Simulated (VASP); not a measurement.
Co: single point with PBE

The system is Co.

```
CELL_PARAMETERS angstrom
2.56820 0.00000 0.00000
-1.28410 2.22413 0.00000
0.00000 0.00000 4.19360
ATOMIC_POSITIONS crystal
Co 0.33333 0.66667 0.25000
Co 0.66667 0.33333 0.75000
```

| Property | Result |
| --- | --- |
| Program | VASP 6.6.1 |
| Task | single point |
| Functional | PBE |
| Potentials or basis | VASP PAW PBE potentials, release 64 (Co) |
| Cutoff | 520 eV |
| k mesh | 21 × 21 × 12 |
| Occupations | gaussian, width 0.15 eV |
| Spin | collinear spin, ferromagnetic start |
| Starting moments | [1.86, 1.86] μB |

```yaml
Pressure: -16.7 GPa
Net_moment: 3.36 μB per cell
Site_moments: Co +1.72 μB
Valence_electrons_inside_the_program's_atomic_spheres: Co 8.10
```

Stress tensor (GPa, compression positive):
```
-16.10   0.00   0.00
  0.00 -16.10   0.00
  0.00   0.00 -17.98
```

Levels at points of the mesh, in eV from the Fermi level:
Spin up:
| k point | band 8 | band 9 | band 10 | band 11 | band 12 | band 13 | band 14 | band 15 |
| --- | --- | --- | --- | --- | --- | --- | --- | --- |
| (0.00, 0.00, 0.00) | -1.92 | -1.92 | -1.01 | -1.01 | -0.11 | 5.37 | 21.25 | 22.96 |
| (0.00, 0.00, 0.50) | -2.54 | -1.28 | -1.28 | -1.28 | -1.28 | 13.67 | 13.67 | 21.91 |
Spin down:
```tsv
k point	band 5	band 6	band 7	band 8	band 9	band 10
(0.00, 0.00, 0.00)	-0.78	-0.48	-0.48	-0.21	-0.06	-0.06
(0.00, 0.00, 0.50)	-0.83	-0.83	-0.83	-0.83	0.66	0.66
```

It took 4.9 min on 1 thread of Oxide Virtual Turin-like Processor, with other jobs on the host, peak memory 0.28 GiB.
